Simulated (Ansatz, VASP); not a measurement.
One calculation of TaH, two programs

```
Ta H
1.0
     0.00000    2.32684    2.32684
     2.32684    0.00000    2.32684
     2.32684    2.32684    0.00000
Ta H
1 1
Direct
  0.00000 0.00000 0.00000
  0.50000 0.50000 0.50000
```

Change from the starting cell: species swapped into the NaI type (Fm-3m, No. 225).

Alike in both runs: task relaxation of cell and atoms; functional PBE; k mesh 7 × 7 × 7; occupations gaussian, width 0.2 eV; no spin polarisation.

|  | VASP | Ansatz |
| --- | --- | --- |
| version | VASP 6.6.1 | Ansatz 0.2.0 |
| potentials or method | VASP PAW PBE potentials, release 64 (Ta_pv, H), cutoff 500 eV | scalar-relativistic, plane waves, PAW |
| valence electrons in the cell | 12 | 14 |

```tsv
	VASP	Ansatz	Ansatz less VASP
gap on the k mesh at the Fermi level, each at its own relaxed structure (eV)	none	none	-
relaxed volume (Å³/atom)	10.10	10.05	-0.046
relaxed cell length with the largest relative difference (Å)	3.057	3.052	-0.0046
```

A gap of «none» marks a metal or a gap that the smearing closes. VASP's potentials hold 12 valence electrons a cell and Ansatz's 14, so a difference there can come from the potentials and not from the codes.

Spin-orbit coupling is off throughout. Noted on VASP's run: the volume moved by over 15 % at a fixed basis, so the end points are rough.
